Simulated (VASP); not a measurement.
Set up this calculation in VASP 6.6.1, as the native input.

| Quantity | Value |
| --- | --- |
| Task | single point |
| Functional | PBE |
| Potentials or basis | VASP PAW PBE potentials, release 64 (H, Mo_sv) |
| Cutoff | 520 eV |
| k mesh | 18 × 18 × 8 |
| Occupations | gaussian, width 0.1 eV |
| Spin | no spin polarisation |
| Dipole correction | no |
| Further INCAR settings | ALGO = Normal; EDIFF = 1e-06; NBANDS = 17 |

The structure of MoH4 lies in POSCAR:

```
MoH4
1.0
    2.8564592656      0.0000000000      0.0000000000
   -1.4282296328      2.4737662889      0.0000000000
    0.0000000000      0.0000000000      5.1830589513
H Mo
4 1
Direct
    0.3333333333      0.6666666667      0.2182637002
    0.3333333333      0.6666666667      0.7817362998
    0.6666666667      0.3333333333      0.2182637002
    0.6666666667      0.3333333333      0.7817362998
    0.0000000000      0.0000000000      0.0000000000
```

One way to write it, as run:

INCAR

```
ALGO = Normal
EDIFF = 1E-6
ENCUT = 520
GGA = PE
ISIF = 2
ISMEAR = 0
LASPH = T
LCHARG = F
LREAL = F
LWAVE = F
NBANDS = 17
NELM = 100
PREC = Accurate
SIGMA = 0.1
```

KPOINTS

```
k-points
0
Gamma
  18 18 8
```

Potentials or basis: VASP PAW PBE potentials, release 64 (H, Mo_sv).

Run with:

```console
$ cat potpaw_PBE.64/H/POTCAR potpaw_PBE.64/Mo_sv/POTCAR > POTCAR
$ mpirun -np 1 vasp_std > vasp.out
```

It gave:

```json
{
 "Pressure": "0.0 GPa",
 "Largest force": "0.005 eV/Å",
 "Band gap on the k mesh": "zero (band 9 reaches 5.60 eV, above the bottom of band 10 at 5.18 eV)"
}
```

Wall time 54 s on 1 thread of AMD EPYC 9R45 96-Core Processor (Zen 5) (shared host), peak memory 0.21 GiB.
